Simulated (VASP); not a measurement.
# SnO2 (Fm-3m) in VASP: notebook, part 3 of 3

VASP 6.6.1. The steps go on from the part before.

## (6) Single point, r2SCAN

This run uses another cell than the first one, of 10.84 Å³/atom, 1.104 times its volume.

POSCAR

```
SnO2
1.0
    0.0000000000      2.5334667554      2.5334667554
    2.5334667554      0.0000000000      2.5334667554
    2.5334667554      2.5334667554      0.0000000000
Sn O
1 2
Direct
    0.0000000000      0.0000000000      0.0000000000
    0.2500000000      0.2500000000      0.2500000000
    0.7500000000      0.7500000000      0.7500000000
```

INCAR.step1

```
SYSTEM = SnO2
PREC = Accurate ; ENCUT = 910
ISMEAR = 0 ; SIGMA = 0.01
LREAL = .False. ; LASPH = .True.
NELM = 120 ; NBANDS = 20
GGA = PE ; ALGO = Normal
EDIFF = 1E-5 ; LWAVE = .True.
LCHARG = .False. ; GGA_COMPAT = .False.
```

INCAR.step2

```
SYSTEM = SnO2
PREC = Accurate ; ENCUT = 910
EDIFF = 1E-6 ; ISMEAR = 0
SIGMA = 0.01 ; LREAL = .False.
LASPH = .True. ; NELM = 120
ALGO = Normal ; ISIF = 2
LWAVE = .False. ; LCHARG = .False.
METAGGA = R2SCAN ; LMIXTAU = .True.
NBANDS = 20 ; ISTART = 1
GGA_COMPAT = .False.
```

KPOINTS

```
regular mesh
0
Gamma
  8 8 8
  0 0 0
```

Potentials or basis: VASP PAW PBE potentials, release 64 (Sn_d, O_h).

Command:

```sh
$ cat potpaw_PBE.64/Sn_d/POTCAR potpaw_PBE.64/O_h/POTCAR > POTCAR
$ cp INCAR.step1 INCAR
$ mpirun -np 1 vasp_std > vasp.out
$ cp INCAR.step2 INCAR
$ mpirun -np 1 vasp_std > vasp.out
```

OUTCAR:

```text
SYSTEM = SnO2
   PREC = Accurate
   ENCUT = 910
   EDIFF = 1E-6
   ISMEAR = 0
   LREAL = .False.
   LASPH = .True.
   NELM = 120
   ISIF = 2
   METAGGA = R2SCAN
   ISTART = 1

 ion  position               nearest neighbor table
   1  0.000  0.000  0.000-   3 2.19   3 2.19   3 2.19   2 2.19   3 2.19   2 2.19   2 2.19   2 2.19

   2  0.250  0.250  0.250-   1 2.19   1 2.19   1 2.19   1 2.19
   3  0.750  0.750  0.750-   1 2.19   1 2.19   1 2.19   1 2.19

  LATTYP: Found a face centered cubic cell.
 ALAT       =     5.0669335108

  Lattice vectors:

 A1 = (   0.0000000000,   2.5334667554,   2.5334667554)
 A2 = (   2.5334667554,   0.0000000000,   2.5334667554)
 A3 = (   2.5334667554,   2.5334667554,   0.0000000000)

Analysis of symmetry for initial positions (statically):
=====================================================================
 Subroutine PRICEL returns:
 Original cell was already a primitive cell.

 Routine SETGRP: Setting up the symmetry group for a
 face centered cubic supercell.

 Subroutine GETGRP returns: Found 48 space group operations
 (whereof 48 operations were pure point group operations)
 out of a pool of 48 trial point group operations.

The static configuration has the point symmetry O_h .

Analysis of symmetry for dynamics (positions and initial velocities):
=====================================================================
 Subroutine PRICEL returns:
 Original cell was already a primitive cell.

 Routine SETGRP: Setting up the symmetry group for a
 face centered cubic supercell.

 Subroutine GETGRP returns: Found 48 space group operations
 (whereof 48 operations were pure point group operations)
 out of a pool of 48 trial point group operations.

The dynamic configuration has the point symmetry O_h .

 Subroutine INISYM returns: Found 48 space group operations
 (whereof 48 operations are pure point group operations),
 and found     1 'primitive' translations

----------------------------------------------------------------------------------------

                                     Primitive cell

  volume of cell :      32.5219

  direct lattice vectors                    reciprocal lattice vectors
     0.000000000  2.533466755  2.533466755    -0.197358027  0.197358027  0.197358027
     2.533466755  0.000000000  2.533466755     0.197358027 -0.197358027  0.197358027
     2.533466755  2.533466755  0.000000000     0.197358027  0.197358027 -0.197358027

  length of vectors
     3.582863045  3.582863045  3.582863045     0.341834130  0.341834130  0.341834130

  position of ions in fractional coordinates (direct lattice)
     0.000000000  0.000000000  0.000000000
     0.250000000  0.250000000  0.250000000
     0.750000000  0.750000000  0.750000000

  ion indices of the primitive-cell ions
   primitive index   ion index
                 1           1
                 2           2
                 3           3

----------------------------------------------------------------------------------------

 KPOINTS: regular mesh

Automatic generation of k-mesh.
 Grid dimensions read from file:
 generate k-points for:    8    8    8

 Generating k-lattice:

  Cartesian coordinates                     Fractional coordinates (reciprocal lattice)
    -0.024669753  0.024669753  0.024669753     0.125000000  0.000000000  0.000000000
     0.024669753 -0.024669753  0.024669753     0.000000000  0.125000000  0.000000000
     0.024669753  0.024669753 -0.024669753     0.000000000  0.000000000  0.125000000

  Length of vectors
     0.042729266  0.042729266  0.042729266

  Shift w.r.t. Gamma in fractional coordinates (k-lattice)
     0.000000000  0.000000000  0.000000000

 Subroutine IBZKPT returns following result:
 ===========================================

 Found     29 irreducible k-points:

 Following reciprocal coordinates:
            Coordinates               Weight
  0.000000  0.000000  0.000000      1.000000
  0.125000  0.000000  0.000000      8.000000
  0.250000  0.000000  0.000000      8.000000
  0.375000  0.000000  0.000000      8.000000
  0.500000  0.000000  0.000000      4.000000
  0.125000  0.125000  0.000000      6.000000
[... 16 lines left out ...]
  0.500000  0.250000  0.125000     48.000000
 -0.375000  0.250000  0.125000     24.000000
 [... further k-points ...]
   k-points           NKPTS =     29   k-points in BZ     NKDIM =     29   number of bands    NBANDS=     20
   number of dos      NEDOS =    301   number of ions     NIONS =      3
   total plane-waves  NPLWV =  46656
   dimension x,y,z NGX =    36 NGY =   36 NGZ =   36
   dimension x,y,z NGXF=    72 NGYF=   72 NGZF=   72
   ions per type =               1   2
   NGX,Y,Z   is equivalent  to a cutoff of  16.70, 16.70, 16.70 a.u.
   NGXF,Y,Z  is equivalent  to a cutoff of  33.41, 33.41, 33.41 a.u.
 SYSTEM =  SnO2
   PREC   = accura    normal or accurate (medium, high low for compatibility)
   ISTART =      1    job   : 0-new  1-cont  2-samecut
   ICHARG =      0    charge: 1-file 2-atom 10-const
   ISPIN  =      1    spin polarized calculation?
   LNONCOLLINEAR =      F non collinear calculations
   LSORBIT =      F    spin-orbit coupling
   LASPH  =      T    aspherical Exc in radial PAW
   ENCUT  =  910.0 eV  66.88 Ry    8.18 a.u.   8.81  8.81  8.81*2*pi/ulx,y,z
   NELM   =    120;   NELMIN=  2; NELMDL=  0     # of ELM steps
   EDIFF  = 0.1E-05   stopping-criterion for ELM
   LREAL  =      F    real-space projection
   EDIFFG = 0.1E-04   stopping-criterion for IOM
   NSW    =      0    number of steps for IOM
   IBRION =     -1    ionic relax: 0-MD 1-quasi-New 2-CG
   NFREE  =      0    steps in history (QN), initial steepest desc. (CG)
   ISIF   =      2    stress and relaxation
   ISYM   =      2    0-nonsym 1-usesym 2-fastsym
   POTIM  = 0.5000    time-step for ionic-motion
   TEBEG  =    0.0;   TEEND  =   0.0 temperature during run
   PSTRESS=    0.0 pullay stress
   NELECT =      26.0000    total number of electrons
   NUPDOWN=      -1.0000    fix difference up-down
   EMIN   =  10.00;   EMAX   =-10.00  energy-range for DOS
   EFERMI =   0.00;   METHOD = LEGACY
   ISMEAR =     0;   SIGMA  =   0.01  broadening in eV -4-tet -1-fermi 0-gaus
   EFERMI_NEDOS =   21; number of points for ismear=-14 and -15
   IALGO  =     38    algorithm
   IMIX   =      4    mixing-type and parameters
     AMIX     =   0.40;   BMIX     =  1.00
     AMIX_MAG =   1.60;   BMIX_MAG =  1.00
  volume/ion in A,a.u.               =      10.84        73.16
  Fermi-wavevector in a.u.,A,eV,Ry     =   1.519407  2.871263 31.410370  2.308597
  Thomas-Fermi vector in A             =   2.628397
   LORBIT       =      0    0 simple, 1 ext, 2 COOP (PROOUT), +10 PAW based schemes
   METAGGA = R2SCAN    functional components
   LHFCALC =     F    Hartree Fock is set to
   AEXX    =    0.0000 exact exchange contribution
   IVDW    =     0    specifies the selected vdW correction
   LEPSILON=     F    determine dielectric tensor
   LRPA    =     F    only Hartree local field effects (RPA)
 non-spin polarized calculation
 Gauss-broadening in eV      SIGMA  =   0.01
  energy-cutoff  :      910.00
  volume of cell :       32.52
 maximum number of plane-waves:      2085
   NGX = 17   NGY = 17   NGZ = 17

 number of electron      26.0000001 magnetization

 Free energy of the ion-electron system (eV)
  ---------------------------------------------------
  ext. energy  EPLUGINS =         0.00000000
  ---------------------------------------------------
  free energy    TOTEN  =       -41.50362071 eV

  energy without entropy =      -41.50362071  energy(sigma->0) =      -41.50362071

 E-fermi :   8.2434     XC(G=0): -12.7719

 val. band max:        8.1751903764   @ k =  -0.2500   0.5000   0.2500
 cond. band min:       9.0352079164   @ k =   0.0000   0.0000   0.0000
 fundamental gap:      0.8600175401
 Fermi energy:         8.2433971226

 k-point     1 :       0.0000    0.0000    0.0000
  band No.  band energies     occupation
      1     -12.9730      2.00000
      2     -12.9730      2.00000
      3     -12.9730      2.00000
      4     -12.7851      2.00000
      5     -12.7851      2.00000
      6     -12.5137      2.00000
[... 12 lines left out ...]
     19      24.4453      0.00000
     20      24.4453      0.00000
[... 507 lines left out ...]
 k-point    24 :      -0.3750    0.2500    0.1250
  band No.  band energies     occupation
      1     -13.4741      2.00000
      2     -13.1499      2.00000
      3     -12.8635      2.00000
      4     -12.8077      2.00000
      5     -12.7641      2.00000
      6      -9.9551      2.00000
[... 12 lines left out ...]
     19      24.9529      0.00000
     20      28.7041      0.00000

 [... further k-points ...]
[... 5 lines left out ...]
  --------------------------------------------------------------------------------------
  -------------------------------------------------------------------------------------
  Total        0.2038966      0.2038966      0.2038966     -0.0000000      0.0000000      0.0000000
  in kB       10.0448830     10.0448830     10.0448830     -0.0000000      0.0000000      0.0000000
  external PRESSURE =      10.0448830 kB  Pullay stress =       0.0000000 kB

 VOLUME and BASIS-vectors are now :
 -----------------------------------------------------------------------------
  energy-cutoff  :      910.00
  volume of cell :       32.52
      direct lattice vectors                 reciprocal lattice vectors
     0.000000000  2.533466755  2.533466755    -0.197358027  0.197358027  0.197358027
     2.533466755  0.000000000  2.533466755     0.197358027 -0.197358027  0.197358027
     2.533466755  2.533466755  0.000000000     0.197358027  0.197358027 -0.197358027

 POSITION                                       TOTAL-FORCE (eV/Angst)
 -----------------------------------------------------------------------------------
      0.00000      0.00000      0.00000        -0.000000      0.000000     -0.000000
      1.26673      1.26673      1.26673         0.000000     -0.000000     -0.000000
      3.80020      3.80020      3.80020        -0.000000      0.000000      0.000000
 -----------------------------------------------------------------------------------
    total drift:                                0.000000      0.000000      0.000000

  FREE ENERGIE OF THE ION-ELECTRON SYSTEM (eV)
  ---------------------------------------------------
  free  energy   TOTEN  =       -41.5036207066 eV

  energy  without entropy=      -41.5036207066  energy(sigma->0) =      -41.50362071
```

Wall time 75 s (1 thread of Intel Xeon 6975P-C (Granite Rapids), shared host); peak memory 0.23 GiB.

What came out:

- Free energy: -41.5036 eV
- Pressure: 1.0 GPa
- Band gap on the k mesh: 0.86 eV, indirect (least direct gap 2.29 eV)

Caveat: the cutoff is under 1.25 times the usual one of these potentials, so pressure, stress and relaxed cells hold a basis-set (Pulay) error; the PAW data sets were made with another functional, which shifts forces and pressure a little; spin-orbit coupling is left out, which moves the levels of the heavy elements.

## (7) Summary

```csv
task,level,potentials or basis,cell,cutoff (eV),smearing,second run,gap on the mesh (eV),pressure (GPa),relaxed volume (Å³/atom)
relaxation of cell and atoms,PBE,"VASP PAW PBE potentials, release 64 (Sn_d, O)","relaxed from a = 3.466 Å, angles 60.0°, 3 atoms",600,fermi-dirac 0.02 eV,-,none,0.0,11.38
relaxation of cell and atoms,PBEsol,"VASP PAW PBE potentials, release 64 (Sn_d, O)","relaxed from a = 3.637 Å, angles 60.0°, 3 atoms",600,fermi-dirac 0.02 eV,-,0.08,0.0,10.98
relaxation of cell and atoms,LDA,"VASP PAW LDA potentials, release 64 (Sn_d, O)","relaxed from a = 3.637 Å, angles 60.0°, 3 atoms",600,fermi-dirac 0.02 eV,-,0.35,0.0,10.70
single point,r2SCAN,"VASP PAW PBE potentials, release 64 (Sn_d, O_h)","a = 3.583 Å, angles 60.0°, 3 atoms",910,fermi-dirac 0.02 eV,hard_potentials,0.86,1.0,-
single point,r2SCAN,"VASP PAW PBE potentials, release 64 (Sn_d, O_h)","a = 3.583 Å, angles 60.0°, 3 atoms",910,gaussian 0.01 eV,hard_potentials,0.86,1.0,-
```

Alike in all rows: no spin polarisation; k mesh 8 × 8 × 8.

Caveats: spin-orbit coupling is left out, which moves the levels of the heavy elements; the PAW data sets were made with another functional, which shifts forces and pressure a little (some runs); the cutoff is under 1.25 times the usual one of these potentials, so pressure, stress and relaxed cells hold a basis-set (Pulay) error (some runs); the volume moved by over 15 % at a fixed basis, so the end points are rough (some runs).

Total energies depend on the potentials used, so only differences within one code and one set of settings carry meaning.
